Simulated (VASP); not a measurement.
Here is a VASP 6.6.1 calculation.

The input INCAR:

```
SYSTEM = CsPbBr3
  PREC = Accurate
  ENCUT = 520
  EDIFF = 1E-6
  ISMEAR = 0
  SIGMA = 0.05
  LREAL = .FALSE.
  LASPH = .TRUE.
  NELM = 80
  ALGO = Normal
  ISIF = 2
  LWAVE = .FALSE.
  LCHARG = .FALSE.
  GGA = PS
  NBANDS = 30
```

File KPOINTS:

```
Automatic mesh
0
G
  6 6 6
  0 0 0
```

The input POSCAR:

```
CsPbBr3
1.0
    5.8869280961     -0.3098383208     -0.3098383208
   -0.3098383208      5.8869280961     -0.3098383208
   -0.3098383208     -0.3098383208      5.8869280961
Cs Pb Br
1 1 3
Direct
    0.0000000000      0.0000000000      0.0000000000
    0.5000000000      0.5000000000      0.5000000000
    0.0000000000      0.5000000000      0.5000000000
    0.5000000000      0.0000000000      0.5000000000
    0.5000000000      0.5000000000      0.0000000000
```

Potentials or basis: VASP PAW PBE potentials, release 64 (Cs_sv, Pb_d, Br).

The run is started by

```bash
$ cat potpaw_PBE.64/Cs_sv/POTCAR potpaw_PBE.64/Pb_d/POTCAR potpaw_PBE.64/Br/POTCAR > POTCAR
$ mpirun -np 1 vasp_std > vasp.out
```

(1) What does it give for the band gap on the k mesh?

(2) Predict the pressure.

Results:

(1) 1.13 eV.

(2) -0.1 GPa.

Caveat: the PAW data sets were made with another functional, which shifts forces and pressure a little; spin-orbit coupling is left out, which moves the levels of the heavy elements.
